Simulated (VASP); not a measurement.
Input of a VASP 6.6.1 run:

The input INCAR:

```
ALGO = Normal
EDIFF = 1E-7
ENCUT = 520
GGA = PE
ISIF = 2
ISMEAR = 0
ISPIN = 2
LASPH = T
LCHARG = F
LMAXMIX = 4
LORBIT = 11
LREAL = F
LWAVE = F
MAGMOM = 0.71 0.71 0 0
NBANDS = 28
NELM = 150
PREC = Accurate
SIGMA = 0.1
```

KPOINTS

```
k-points
0
Gamma
  12 12 12
```

File POSCAR:

```
TiC
1.0
    4.3155618434      0.0000000000      0.0000000000
   -2.1577809217      3.7373861880      0.0000000000
    0.0000000000      0.0000000000      4.2030485181
Ti C
2 2
Direct
    0.3333333333      0.6666666667      0.0000000000
    0.6666666667      0.3333333333      0.0000000000
    0.3333333333      0.6666666667      0.5000000000
    0.6666666667      0.3333333333      0.5000000000
```

Potentials or basis: VASP PAW PBE potentials, release 64 (Ti_sv, C).

The run is started by

```bash
$ cat potpaw_PBE.64/Ti_sv/POTCAR potpaw_PBE.64/C/POTCAR > POTCAR
$ mpirun -np 1 vasp_std > vasp.out
```

Task: Predict the pressure.

Result: 0.0 GPa.

Task: Estimate the net moment.

Result: 1.77 μB per cell.

Task: Predict the site moments.

Result: Ti +0.77; C -0.04 μB.

Stress tensor (GPa, compression positive):
```
-0.07  0.00  0.00
 0.00 -0.07  0.00
 0.00  0.00  0.02
```
